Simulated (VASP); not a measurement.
# Na in VASP: notebook

Na is run at these levels: LDA; tasks: electric field gradients, single point.

Everything below comes from runs of VASP 6.6.1. Logs are shortened: lines on timing, memory, paths and dates and some standing lists are left out, and cuts for length are marked.

### 1 The cell of the first run

Symmetry: P6_3/mmc, No. 194, hexagonal system. Conventional cell: a = 3.767 Å, b = 3.767 Å, c = 6.154 Å, α = 90.00°, β = 90.00°, γ = 120.00°. Na (site symmetry -6m2) has 12 Na at 3.77 Å within 4.9 Å.

This isn't the form of Na at room conditions, which is bcc.

### 2 Electric field gradients, LDA

The input, INCAR:

```
  PREC = Accurate
  ENCUT = 520
  EDIFF = 1E-8
  ISMEAR = -1
  SIGMA = 0.05
  LREAL = F
  LASPH = T
  NELM = 80
  ALGO = Normal
  ISIF = 2
  LWAVE = F
  LCHARG = F
  GGA = CA
  LEFG = T
  NBANDS = 14
```

The input, KPOINTS:

```
regular mesh
0
Gamma
  11 11 6
```

The input, POSCAR:

```
Na
1.0
    3.7670009976      0.0000000000      0.0000000000
   -1.8835004988      3.2623185600      0.0000000000
    0.0000000000      0.0000000000      6.1540000000
Na
2
Direct
    0.3333333333      0.6666666667      0.2500000000
    0.6666666667      0.3333333333      0.7500000000
```

Potentials or basis: VASP PAW LDA potentials, release 64 (Na_pv).

Launch:

```bash
cat potpaw_LDA.64/Na_pv/POTCAR > POTCAR
mpirun -np 1 vasp_std > vasp.out
```

OUTCAR:

```text
PREC = Accurate
   ENCUT = 520
   EDIFF = 1E-8
   ISMEAR = -1
   LREAL = F
   LASPH = T
   NELM = 80
   ISIF = 2
   GGA = CA

 ion  position               nearest neighbor table
   1  0.333  0.667  0.250-
   2  0.667  0.333  0.750-

  LATTYP: Found a hexagonal cell.
 ALAT       =     3.7670009976
 C/A-ratio  =     1.6336603054

  Lattice vectors:

 A1 = (   3.7670009976,   0.0000000000,   0.0000000000)
 A2 = (  -1.8835004988,   3.2623185600,   0.0000000000)
 A3 = (   0.0000000000,   0.0000000000,   6.1540000000)

Analysis of symmetry for initial positions (statically):
=====================================================================
 Subroutine PRICEL returns:
 Original cell was already a primitive cell.

 Routine SETGRP: Setting up the symmetry group for a
 hexagonal supercell.

 Subroutine GETGRP returns: Found 24 space group operations
 (whereof 12 operations were pure point group operations)
 out of a pool of 24 trial point group operations.

The static configuration has the point symmetry D_3d.
 The point group associated with its full space group is D_6h.

Analysis of symmetry for dynamics (positions and initial velocities):
=====================================================================
 Subroutine PRICEL returns:
 Original cell was already a primitive cell.

 Routine SETGRP: Setting up the symmetry group for a
 hexagonal supercell.

 Subroutine GETGRP returns: Found 24 space group operations
 (whereof 12 operations were pure point group operations)
 out of a pool of 24 trial point group operations.

The dynamic configuration has the point symmetry D_3d.
 The point group associated with its full space group is D_6h.

 Subroutine INISYM returns: Found 24 space group operations
 (whereof 12 operations are pure point group operations),
 and found     1 'primitive' translations

----------------------------------------------------------------------------------------

                                     Primitive cell

  volume of cell :      75.6275

  direct lattice vectors                    reciprocal lattice vectors
     3.767000998  0.000000000  0.000000000     0.265463163  0.153265229  0.000000000
    -1.883500499  3.262318560  0.000000000     0.000000000  0.306530457  0.000000000
     0.000000000  0.000000000  6.154000000     0.000000000  0.000000000  0.162495938

  length of vectors
     3.767000998  3.767000998  6.154000000     0.306530457  0.306530457  0.162495938

  position of ions in fractional coordinates (direct lattice)
     0.333333333  0.666666667  0.250000000
     0.666666667  0.333333333  0.750000000

  ion indices of the primitive-cell ions
   primitive index   ion index
                 1           1
                 2           2

----------------------------------------------------------------------------------------

 KPOINTS: regular mesh

Automatic generation of k-mesh.
 Grid dimensions read from file:
 generate k-points for:   11   11    6

 Generating k-lattice:

  Cartesian coordinates                     Fractional coordinates (reciprocal lattice)
     0.024133015  0.013933203  0.000000000     0.090909091  0.000000000  0.000000000
     0.000000000  0.027866405  0.000000000     0.000000000  0.090909091  0.000000000
     0.000000000  0.000000000  0.027082656     0.000000000  0.000000000  0.166666667

  Length of vectors
     0.027866405  0.027866405  0.027082656

  Shift w.r.t. Gamma in fractional coordinates (k-lattice)
     0.000000000  0.000000000  0.000000000

 Subroutine IBZKPT returns following result:
 ===========================================

 Found     64 irreducible k-points:

 Following reciprocal coordinates:
            Coordinates               Weight
  0.000000  0.000000  0.000000      1.000000
  0.090909 -0.000000  0.000000      6.000000
  0.181818  0.000000  0.000000      6.000000
  0.272727  0.000000  0.000000      6.000000
  0.363636 -0.000000  0.000000      6.000000
  0.454545  0.000000  0.000000      6.000000
[... 16 lines left out ...]
  0.090909  0.090909  0.166667     12.000000
  0.181818  0.090909  0.166667     24.000000
 [... further k-points ...]
   k-points           NKPTS =     64   k-points in BZ     NKDIM =     64   number of bands    NBANDS=     14
   number of dos      NEDOS =    301   number of ions     NIONS =      2
   total plane-waves  NPLWV =  37632
   dimension x,y,z NGX =    28 NGY =   28 NGZ =   48
   dimension x,y,z NGXF=    56 NGYF=   56 NGZF=   96
   ions per type =               2
   NGX,Y,Z   is equivalent  to a cutoff of  12.36, 12.36, 12.97 a.u.
   NGXF,Y,Z  is equivalent  to a cutoff of  24.71, 24.71, 25.93 a.u.
 SYSTEM =  unknown system
   PREC   = accura    normal or accurate (medium, high low for compatibility)
   ISTART =      0    job   : 0-new  1-cont  2-samecut
   ICHARG =      2    charge: 1-file 2-atom 10-const
   ISPIN  =      1    spin polarized calculation?
   LNONCOLLINEAR =      F non collinear calculations
   LSORBIT =      F    spin-orbit coupling
   LASPH  =      T    aspherical Exc in radial PAW
   ENCUT  =  520.0 eV  38.22 Ry    6.18 a.u.   7.00  7.00 11.44*2*pi/ulx,y,z
   NELM   =     80;   NELMIN=  2; NELMDL= -5     # of ELM steps
   EDIFF  = 0.1E-07   stopping-criterion for ELM
   LREAL  =      F    real-space projection
   EDIFFG = 0.1E-06   stopping-criterion for IOM
   NSW    =      0    number of steps for IOM
   IBRION =     -1    ionic relax: 0-MD 1-quasi-New 2-CG
   NFREE  =      0    steps in history (QN), initial steepest desc. (CG)
   ISIF   =      2    stress and relaxation
   ISYM   =      2    0-nonsym 1-usesym 2-fastsym
   POTIM  = 0.5000    time-step for ionic-motion
   TEBEG  =    0.0;   TEEND  =   0.0 temperature during run
   PSTRESS=    0.0 pullay stress
   NELECT =      14.0000    total number of electrons
   NUPDOWN=      -1.0000    fix difference up-down
   EMIN   =  10.00;   EMAX   =-10.00  energy-range for DOS
   EFERMI =   0.00;   METHOD = LEGACY
   ISMEAR =    -1;   SIGMA  =   0.05  broadening in eV -4-tet -1-fermi 0-gaus
   EFERMI_NEDOS =   21; number of points for ismear=-14 and -15
   IALGO  =     38    algorithm
   IMIX   =      4    mixing-type and parameters
     AMIX     =   0.40;   BMIX     =  1.00
     AMIX_MAG =   1.60;   BMIX_MAG =  1.00
  volume/ion in A,a.u.               =      37.81       255.18
  Fermi-wavevector in a.u.,A,eV,Ry     =   0.933020  1.763152 11.844231  0.870526
  Thomas-Fermi vector in A             =   2.059678
   LORBIT       =      0    0 simple, 1 ext, 2 COOP (PROOUT), +10 PAW based schemes
   GGA     = CA    functional components
   LHFCALC =     F    Hartree Fock is set to
   AEXX    =    0.0000 exact exchange contribution
   IVDW    =     0    specifies the selected vdW correction
   LEPSILON=     F    determine dielectric tensor
   LRPA    =     F    only Hartree local field effects (RPA)
 non-spin polarized calculation
  energy-cutoff  :      520.00
  volume of cell :       75.63
 maximum number of plane-waves:      2051
 NGX is ok and might be reduce to    28
   NGX = 13   NGY = 13   NGZ = 23

 number of electron      14.0000012 magnetization

 Free energy of the ion-electron system (eV)
  ---------------------------------------------------
  ext. energy  EPLUGINS =         0.00000000
  ---------------------------------------------------
  free energy    TOTEN  =        -2.88046898 eV

  energy without entropy =       -2.86941425  energy(sigma->0) =       -2.87494162

 E-fermi :   0.1245     XC(G=0):  -6.6721

 val. band max:        0.0978581212   @ k =   0.1818   0.0000   0.1667
 cond. band min:       0.1359058573   @ k =   0.2727   0.2727   0.1667
 fundamental gap:      0.0380477360
 Fermi energy:         0.1244983290

 k-point     1 :       0.0000    0.0000    0.0000
  band No.  band energies     occupation
      1     -24.8826      2.00000
      2     -24.8549      2.00000
      3     -24.8549      2.00000
      4     -24.8502      2.00000
      5     -24.8502      2.00000
      6     -24.8495      2.00000
      7      -3.1362      2.00000
      8       0.6833      0.00003
      9       0.9970      0.00000
     10       9.9470      0.00000
     11       9.9470      0.00000
     12      10.2159      0.00000
     13      10.2159      0.00000
     14      10.4789      0.00000
[... 377 lines left out ...]
      1     -24.8763      2.00000
      2     -24.8650      2.00000
      3     -24.8636      2.00000
      4     -24.8581      2.00000
      5     -24.8535      2.00000
      6     -24.8524      2.00000
      7      -2.1852      2.00000
      8       0.4369      0.00386
      9       2.9818      0.00000
     10       5.3406      0.00000
     11       6.5140      0.00000
     12       7.8213      0.00000
     13       8.9105      0.00000
     14       9.8800      0.00000

 [... further k-points ...]

------------------------ aborting loop because EDIFF is reached ----------------------------------------

  FORCE on cell =-STRESS in cart. coord.  units (eV):
  Direction    XX          YY          ZZ          XY          YZ          ZX
  --------------------------------------------------------------------------------------
  -------------------------------------------------------------------------------------
  Total       -0.4683768     -0.4683768     -0.3418454      0.0000000      0.0000000      0.0000000
  in kB       -9.9226197     -9.9226197     -7.2420375      0.0000000      0.0000000      0.0000000
  external PRESSURE =      -9.0290923 kB  Pullay stress =       0.0000000 kB

 VOLUME and BASIS-vectors are now :
 -----------------------------------------------------------------------------
  energy-cutoff  :      520.00
  volume of cell :       75.63
      direct lattice vectors                 reciprocal lattice vectors
     3.767000998  0.000000000  0.000000000     0.265463163  0.153265229  0.000000000
    -1.883500499  3.262318560  0.000000000     0.000000000  0.306530457  0.000000000
     0.000000000  0.000000000  6.154000000     0.000000000  0.000000000  0.162495938

 POSITION                                       TOTAL-FORCE (eV/Angst)
 -----------------------------------------------------------------------------------
     -0.00000      2.17488      1.53850         0.000000     -0.000000      0.000000
      1.88350      1.08744      4.61550        -0.000000      0.000000      0.000000
 -----------------------------------------------------------------------------------
    total drift:                                0.000000     -0.000000      0.000000

  FREE ENERGIE OF THE ION-ELECTRON SYSTEM (eV)
  ---------------------------------------------------
  free  energy   TOTEN  =        -2.8804689831 eV

  energy  without entropy=       -2.8694142516  energy(sigma->0) =       -2.87494162

 Electric field gradients (V/A^2)
---------------------------------------------------------------------
 ion       V_xx      V_yy      V_zz      V_xy      V_xz      V_yz
---------------------------------------------------------------------
   1       0.249     0.248    -0.497    -0.001    -0.000     0.000
   2       0.249     0.248    -0.497    -0.001     0.000    -0.000
---------------------------------------------------------------------

 Electric field gradients after diagonalization (V/A^2)
 (convention: |V_zz| > |V_xx| > |V_yy|)
----------------------------------------------------------------------
 ion       V_xx      V_yy      V_zz     asymmetry (V_yy - V_xx)/ V_zz
----------------------------------------------------------------------
   1       0.250     0.248    -0.497       0.003
   2       0.250     0.248    -0.497       0.003
----------------------------------------------------------------------

           NMR quadrupolar parameters

 Cq : quadrupolar parameter    Cq=e*Q*V_zz/h
 eta: asymmetry parameters     (V_yy - V_xx)/ V_zz
 Q  : nuclear electric quadrupole moment in mb (millibarn)
----------------------------------------------------------------------
 ion       Cq(MHz)       eta       Q (mb)
----------------------------------------------------------------------
   1      -0.001       0.003       1.000
   2      -0.001       0.003       1.000
----------------------------------------------------------------------
```

Run time: 74 s. Hardware: 1 thread of Intel Xeon 8259CL, shared host; peak memory 0.18 GiB.

What came out:

| Property | Result |
| --- | --- |
| Free energy | -2.8805 eV |
| Pressure | -0.9 GPa |
| Band gap on the k mesh | zero (bands 7 and 8 overlap by 4.00 eV) |
| Largest electric field gradient by atom | Na -0.5 V/Å² |

Electric field gradients, principal values (V/Å²):
```csv
atom,least,middle,greatest (by size)
1 Na,0.248,0.250,-0.497
2 Na,0.248,0.250,-0.497
```

Caveat: without QUAD_EFG the Cq values of the log hold for a quadrupole moment of 1 mb, not for the nuclei.

### 3 Single point, LDA

POSCAR is that of step 2.

The input, INCAR.step1:

```
SYSTEM = Na
  ALGO = Normal
  EDIFF = 1E-6
  ENCUT = 520
  GGA = CA
  ISIF = 2
  ISMEAR = -1
  LASPH = .True.
  LCHARG = .True.
  LREAL = .False.
  LWAVE = .False.
  NBANDS = 14
  NELM = 60
  PREC = Accurate
  SIGMA = 0.05
```

The input, KPOINTS.step1:

```
k-points
0
Gamma
  11 11 6
  0 0 0
```

The input, INCAR.step2:

```
SYSTEM = Na
  ALGO = Normal
  EDIFF = 1E-6
  ENCUT = 520
  GGA = CA
  ICHARG = 11
  ISIF = 2
  ISMEAR = -5
  LASPH = .True.
  LCHARG = .False.
  LORBIT = 11
  LREAL = .False.
  LWAVE = .False.
  NBANDS = 14
  NEDOS = 1001
  NELM = 60
  PREC = Accurate
  SIGMA = 0.05
```

The input, KPOINTS.step2:

```
k-points
0
Gamma
  17 17 9
  0 0 0
```

Potentials or basis: VASP PAW LDA potentials, release 64 (Na_pv).

Launch:

```bash
cat potpaw_LDA.64/Na_pv/POTCAR > POTCAR
cp INCAR.step1 INCAR
cp KPOINTS.step1 KPOINTS
mpirun -np 1 vasp_std > vasp.out
cp INCAR.step2 INCAR
cp KPOINTS.step2 KPOINTS
mpirun -np 1 vasp_std > vasp.out
```

Run time: 3.4 min. Hardware: 1 thread of Intel Xeon 8259CL, shared host; peak memory 0.24 GiB.

The run converged. Its results:

- Valence electrons inside the program's atomic spheres: Na 6.06

Levels at points of the mesh, in eV from the Fermi level:
| k point | band 3 | band 4 | band 5 | band 6 | band 7 | band 8 | band 9 | band 10 | band 11 | band 12 |
| --- | --- | --- | --- | --- | --- | --- | --- | --- | --- | --- |
| (0.00, 0.00, 0.00) | -24.98 | -24.97 | -24.97 | -24.97 | -3.26 | 0.56 | 0.87 | 9.82 | 9.82 | 10.09 |

### 4 Electric field gradients, LDA (equal xy, yz and zx shear strains of +2 %)

The input, INCAR:

```
SYSTEM = Na
PREC = Accurate
ENCUT = 520
EDIFF = 1E-8
ISMEAR = -1
SIGMA = 0.05
LREAL = .FALSE.
LASPH = .TRUE.
NELM = 60
ALGO = Normal
ISIF = 2
LWAVE = .FALSE.
LCHARG = .FALSE.
LEFG = .TRUE.
NBANDS = 14
```

The input, KPOINTS:

```
regular mesh
0
G
  11 11 6
  0 0 0
```

The input, POSCAR:

```
Na
1.0
    3.7670009976      0.0376700100      0.0376700100
   -1.8508773132      3.2434835550      0.0137881806
    0.0615400000      0.0615400000      6.1540000000
Na
2
Direct
    0.3333333333      0.6666666667      0.2500000000
    0.6666666667      0.3333333333      0.7500000000
```

Potentials or basis: VASP PAW LDA potentials, release 64 (Na_pv).

Launch:

```bash
cat potpaw_LDA.64/Na_pv/POTCAR > POTCAR
mpirun -np 1 vasp_std > vasp.out
```

OUTCAR:

```text
SYSTEM = Na
   PREC = Accurate
   ENCUT = 520
   EDIFF = 1E-8
   ISMEAR = -1
   LREAL = .FALSE.
   LASPH = .TRUE.
   NELM = 60
   ISIF = 2

 ion  position               nearest neighbor table
   1  0.333  0.667  0.250-
   2  0.667  0.333  0.750-

  LATTYP: Found a triclinic cell.
 ALAT       =     3.8000192942
 B/A-ratio  =     0.9827452114
 C/A-ratio  =     1.6196273999
 COS(alpha) =     0.0074204947
 COS(beta)  =     0.0272158149
 COS(gamma) =     0.5000757388

  Lattice vectors:

[... 621 lines left out ...]
  ---------------------------------------------------
  free  energy   TOTEN  =        -2.8805512136 eV

  energy  without entropy=       -2.8701770211  energy(sigma->0) =       -2.87536412

 Electric field gradients (V/A^2)
---------------------------------------------------------------------
 ion       V_xx      V_yy      V_zz      V_xy      V_xz      V_yz
---------------------------------------------------------------------
   1       0.214     0.231    -0.444    -0.173    -0.182    -0.179
   2       0.214     0.231    -0.444    -0.173    -0.182    -0.179
---------------------------------------------------------------------

 Electric field gradients after diagonalization (V/A^2)
 (convention: |V_zz| > |V_xx| > |V_yy|)
----------------------------------------------------------------------
 ion       V_xx      V_yy      V_zz     asymmetry (V_yy - V_xx)/ V_zz
----------------------------------------------------------------------
   1       0.395     0.157    -0.553       0.430
   2       0.395     0.157    -0.553       0.430
----------------------------------------------------------------------

           NMR quadrupolar parameters

 Cq : quadrupolar parameter    Cq=e*Q*V_zz/h
 eta: asymmetry parameters     (V_yy - V_xx)/ V_zz
 Q  : nuclear electric quadrupole moment in mb (millibarn)
----------------------------------------------------------------------
 ion       Cq(MHz)       eta       Q (mb)
----------------------------------------------------------------------
   1      -0.001       0.430       1.000
   2      -0.001       0.430       1.000
----------------------------------------------------------------------
```

stdout:

```text
POSCAR found type information on POSCAR Na
 POSCAR found :  1 types and       2 ions
 scaLAPACK will be used
 LDA part: xc-table for (Slater(with rela. corr.)+CA(PZ))
 , standard interpolation
 POSCAR, INCAR and KPOINTS ok, starting setup
 FFT: planning ... GRIDC
 FFT: planning ... GRID_SOFT
 FFT: planning ... GRID
 WAVECAR not read
 entering main loop
ion   1
     0.0000330     0.0026515     0.0029731     0.0073741     0.0030303     0.0001565
     0.0000455     0.0026515     0.0029731     0.0073741     0.0030303     0.0001565
     0.0000627     0.0026515     0.0029731     0.0073741     0.0030303     0.0001565
     0.0000863     0.0026515     0.0029731     0.0073741     0.0030303     0.0001565

     0.0000330     0.1486378     0.1576016     0.3521486     0.1605223     0.0082218
     0.0000455     0.1486377     0.1576015     0.3521485     0.1605223     0.0082218
     0.0000627     0.1486376     0.1576014     0.3521482     0.1605221     0.0082218
     0.0000863     0.1486374     0.1576011     0.3521477     0.1605219     0.0082217

ion   2
     0.0000330     0.0026515     0.0029731     0.0073741     0.0030303     0.0001565
     0.0000455     0.0026515     0.0029731     0.0073741     0.0030303     0.0001565
     0.0000627     0.0026515     0.0029731     0.0073741     0.0030303     0.0001565
     0.0000863     0.0026515     0.0029731     0.0073741     0.0030303     0.0001565

     0.0000330     0.1486378     0.1576016     0.3521486     0.1605223     0.0082218
     0.0000455     0.1486377     0.1576015     0.3521485     0.1605223     0.0082218
     0.0000627     0.1486376     0.1576014     0.3521482     0.1605221     0.0082218
     0.0000863     0.1486374     0.1576011     0.3521477     0.1605219     0.0082217
```

Wall time 2.4 min (1 thread of Intel Xeon Platinum 8488C (Sapphire Rapids), shared host); peak memory 0.36 GiB.

What came out:

* Free energy: -2.8806 eV
* Pressure: -0.9 GPa
* Largest force: 0.006 eV/Å
* Band gap on the k mesh: zero (bands 7 and 8 overlap by 4.01 eV)
* Largest electric field gradient by atom: Na -0.6 V/Å²

Forces on the atoms (eV/Å):
```
Na  -0.006  0.000  0.001
Na   0.006  0.000 -0.001
```

Electric field gradients, principal values (V/Å²):
| atom | least | middle | greatest (by size) |
| --- | --- | --- | --- |
| 1 Na | 0.157 | 0.395 | -0.553 |
| 2 Na | 0.157 | 0.395 | -0.553 |

Caveat: the cell differs from its parent crystal (equal xy, yz and zx shear strains of +2 %); without QUAD_EFG the Cq values of the log hold for a quadrupole moment of 1 mb, not for the nuclei.

### 5 Summary

```tsv
task	cell	k mesh for the DOS	occupations for the DOS	gap on the mesh (eV)	pressure (GPa)
electric field gradients	a = 3.767, b = 3.767, c = 6.154 Å, angles 90.0, 90.0, 120.0°, 2 atoms	-	-	none	-0.9
single point	a = 3.767, b = 3.767, c = 6.154 Å, angles 90.0, 90.0, 120.0°, 2 atoms	17 × 17 × 9	tetrahedron	-	-
electric field gradients	a = 3.767, b = 3.734, c = 6.155 Å, angles 89.6, 88.8, 119.1°, 2 atoms	-	-	none	-0.9
```

Alike in all rows: level LDA; potentials or basis VASP PAW LDA potentials, release 64 (Na_pv); no spin polarisation; k mesh 11 × 11 × 6; cutoff (eV) 520; smearing fermi-dirac 0.05 eV.

Absolute energies hang on the potentials; compare differences alone.

The gap in the log of VASP goes by the Fermi energy; the results here count the filled bands.